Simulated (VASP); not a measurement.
CdSe: electric field gradients with LDA

The system is CdSe.

```
Cd Se
1.0
     0.00000    3.06000    3.06000
     3.06000    0.00000    3.06000
     3.06000    3.06000    0.00000
Cd Se
1 1
Direct
  0.00000 0.00000 0.00000
  0.25000 0.25000 0.25000
```

This cell differs from its parent crystal: volume scaled by 0.99.

| Item | Value |
| --- | --- |
| Program | VASP 6.6.1 |
| Task | electric field gradients |
| Functional | LDA |
| Potentials or basis | VASP PAW LDA potentials, release 64 (Cd, Se) |
| Cutoff | 520 eV |
| k mesh | 8 × 8 × 8 |
| Occupations | fermi-dirac, width 0.03 eV |
| Spin | no spin polarisation |
| Dipole correction | no |
| Further INCAR settings | ALGO = Normal; EDIFF = 1e-08; NBANDS = 16 |

```yaml
Pressure: -2.4 GPa
Band_gap_on_the_k_mesh: 0.33 eV, direct
```

Levels at points of the mesh, in eV from the valence-band top:
```
           k point  band 7  band 8  band 9  band 10  band 11  band 12
(0.00, 0.00, 0.00)    0.00    0.00    0.00     0.33     5.79     5.79
(0.50, 0.00, 0.00)   -4.37   -0.74   -0.74     2.17     6.31     6.31
(0.50, 0.50, 0.00)   -4.08   -1.82   -1.82     2.97     3.59     8.79
```

It used 17 s of CPU time on 1 thread of Intel Xeon 6975P-C, with other jobs on the host.

Caveat: without QUAD_EFG the Cq values of the log hold for a quadrupole moment of 1 mb, not for the nuclei.
